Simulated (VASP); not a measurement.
A run of VASP 6.6.1 is set up as follows.

Contents of INCAR:

```
PREC     = Accurate       # precision mode
ENCUT    = 520            # plane-wave cutoff, eV
EDIFF    = 1E-7           # SCF threshold, eV
ISMEAR   = 0              # smearing method
SIGMA    = 0.1            # smearing width, eV
LREAL    = F              # projectors in reciprocal space
LASPH    = T              # aspherical terms in the spheres
NELM     = 100            # most SCF steps
ALGO     = Fast           # electronic algorithm
ISIF     = 2              # what is computed and relaxed
LWAVE    = F              # write WAVECAR
LCHARG   = F              # write CHGCAR
GGA      = PE             # functional
NBANDS   = 18             # bands
```

The input KPOINTS:

```
Automatic mesh
0
Gamma
  12 12 12
```

Contents of POSCAR:

```
ZnCu
1.0
    2.9389333000      0.0058900000     -0.0017670000
    0.0058900000      2.9661451000     -0.0066851500
   -0.0017670000     -0.0066851500      2.9491524500
Zn Cu
1 1
Direct
    0.4632020374      0.5345161290      0.5069847199
    0.0367979626     -0.0345161290     -0.0069847199
```

Potentials or basis: VASP PAW PBE potentials, release 64 (Zn, Cu).

The run is started by

```bash
$ cat potpaw_PBE.64/Zn/POTCAR potpaw_PBE.64/Cu/POTCAR > POTCAR
$ mpirun -np 1 vasp_std > vasp.out
```

Question: Predict the band gap on the k mesh.

Answer: Zero (an odd number of electrons rules out a gap without spin polarisation).

Question: Predict the pressure.

Answer: 7.6 GPa.

Forces in eV/Å, atoms in the order of the input:
```
Zn   1.207 -1.187 -0.297
Cu  -1.207  1.187  0.297
```

Caveat: the cell differs from its parent crystal (atoms moved at random and the cell strained at random); the cell stands under pressure; forces of over 1 eV/Å act on the atoms, so gaps and moduli don't describe the material at rest.
